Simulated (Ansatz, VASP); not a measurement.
**GaSb in VASP and in Ansatz**

```
Ga Sb
1.0
     0.00000    2.97390    3.14217
     2.97390    0.00000    3.14217
     2.97390    2.97390    0.00000
Ga Sb
1 1
Direct
  0.00000 0.00000 0.00000
  0.25000 0.25000 0.25000
```

Change from the starting cell: epitaxial_xy strain -3.0%.

Alike in both runs: task single point; functional r2SCAN; k mesh 8 × 8 × 8; occupations fermi-dirac, width 0.02 eV; no spin polarisation.

```csv
,VASP,Ansatz
version,VASP 6.6.1,Ansatz 0.2.0
potentials or method,"VASP PAW PBE potentials, release 64 (Ga_d, Sb)","plane waves, PAW"
plane-wave cutoff (eV),520,500
valence electrons in the cell,18,28
```

```csv
,VASP,Ansatz,Ansatz less VASP
pressure (GPa),2.2,2.1,-0.11
"traceless stress, the component that is largest in VASP (GPa)",-2.06,-2.06,+0.001
```

VASP's potentials were made for PBE, not for r2SCAN. VASP's potentials hold 18 valence electrons a cell and Ansatz's 28, so a difference there can come from the potentials and not from the codes.

Neither program's run includes spin-orbit coupling.
